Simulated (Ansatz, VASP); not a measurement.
BN: VASP beside Ansatz

Contents of INCAR:

```
SYSTEM = BN
PREC     = Accurate       ! precision mode
ENCUT    = 520            ! plane-wave cutoff, eV
EDIFF    = 1E-6           ! SCF threshold, eV
ISMEAR   = 0              ! smearing method
SIGMA    = 0.05           ! smearing width, eV
LREAL    = .FALSE.        ! projectors in reciprocal space
LASPH    = .TRUE.         ! aspherical terms in the spheres
NELM     = 80             ! most SCF steps
ALGO     = Normal         ! electronic algorithm
ISIF     = 2              ! what is computed and relaxed
LWAVE    = .FALSE.        ! write WAVECAR
LCHARG   = .FALSE.        ! write CHGCAR
GGA      = PE             ! functional
NBANDS   = 26             ! bands
```

File KPOINTS:

```
regular mesh
0
G
  6 6 6
  0 0 0
```

The input POSCAR:

```
BN
1.0
    3.4995909649      0.1200039195     -0.1858766248
   -0.1200039195     -3.5722264805      0.0010645087
    0.1858766248      0.0010645087     -3.6157623961
B N
4 4
Direct
   -0.1046145289      0.4787089050      0.5511200763
    0.5222378180     -0.0867175944      0.3313634006
    0.6117930975      0.4100626995     -0.0488813767
    0.1046089464     -0.0422504851      0.0473136987
    0.7463602521      0.8166283018      0.7209793952
    0.1398560015      0.3074842587      0.8140074649
    0.1944900562      0.8382233574      0.3174437935
    0.7852683571      0.2778605570      0.2666535476
```

Input for Ansatz:

```yaml
crystal:
  lattice:
    - [3.4995909649, 0.1200039195, -0.1858766248]
    - [-0.1200039195, -3.5722264805, 0.0010645087]
    - [0.1858766248, 0.0010645087, -3.6157623961]
  atoms:
    - { symbol: B, position: [-0.1046145289, 0.478708905, 0.5511200763] }
    - { symbol: B, position: [0.522237818, -0.0867175944, 0.3313634006] }
    - { symbol: B, position: [0.6117930975, 0.4100626995, -0.0488813767] }
    - { symbol: B, position: [0.1046089464, -0.0422504851, 0.0473136987] }
    - { symbol: "N", position: [0.7463602521, 0.8166283018, 0.7209793952] }
    - { symbol: "N", position: [0.1398560015, 0.3074842587, 0.8140074649] }
    - { symbol: "N", position: [0.1944900562, 0.8382233574, 0.3174437935] }
    - { symbol: "N", position: [0.7852683571, 0.277860557, 0.2666535476] }
basis:
  ecutwfc: 420
kpoints:
  mp_grid: { grid: [6, 6, 6] }
hamiltonian:
  xc: pbe
scf:
  occupations: { method: gaussian, width: 0.05 }
output:
  forces: true
  stress: true
  eigenvalues: true
```

Change from the starting cell: all atoms moved at random (sigma 0.3 Å a component), cell strained at random (sigma 0.05).

Alike in both runs: task single point; functional PBE; k mesh 6 × 6 × 6; occupations gaussian, width 0.05 eV; no spin polarisation.

|  | VASP | Ansatz |
| --- | --- | --- |
| version | VASP 6.6.1 | Ansatz 0.2.0 |
| potentials or method | VASP PAW PBE potentials, release 64 (B, N), cutoff 520 eV | scalar-relativistic, plane waves, PAW |
| valence electrons in the cell | 32 | 32 |

```tsv
	VASP	Ansatz	Ansatz less VASP
gap on the k mesh at the Fermi level (eV)	none	none	-
pressure (GPa)	112.3	111.7	-0.60
traceless stress, the component that is largest in VASP (GPa)	-34.35	-33.93	+0.416
rms of the force components (eV/Å)	7.382	7.306	-0.0763
```

Atom by atom the forces differ by 0.090 eV/Å (rms over components). A gap of «none» marks a metal or a gap that the smearing closes. Both programs put the cell under a high pressure, so it lies far from rest at this level.

Noted on VASP's run: the cell as given lies far from equilibrium.
